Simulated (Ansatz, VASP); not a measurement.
One calculation of Rb3Ag, two programs

```
Rb Ag
1.0
     6.13615    0.00000    0.00000
     0.00000    6.13615    0.00000
     0.00000    0.00000    6.13615
Rb Ag
3 1
Direct
  0.00000 0.50000 0.50000
  0.50000 0.00000 0.50000
  0.50000 0.50000 0.00000
  0.00000 0.00000 0.00000
```

Alike in both runs: task single point; functional r2SCAN; k mesh 4 × 4 × 4; occupations gaussian, width 0.1 eV; no spin polarisation.

|  | VASP | Ansatz |
| --- | --- | --- |
| version | VASP 6.6.1 | Ansatz 0.2.0 |
| potentials or method | VASP PAW PBE potentials, release 64 (Rb_sv, Ag), cutoff 520 eV | scalar-relativistic, plane waves, PAW |
| valence electrons in the cell | 38 | 46 |

```csv
,VASP,Ansatz,Ansatz less VASP
gap on the k mesh at the Fermi level (eV),none,none,-
pressure (GPa),-0.2,-0.2,+0.01
```

VASP's potentials were made for PBE, not for r2SCAN. A gap of «none» marks a metal or a gap that the smearing closes. VASP's potentials hold 38 valence electrons a cell and Ansatz's 46, so a difference there can come from the potentials and not from the codes.
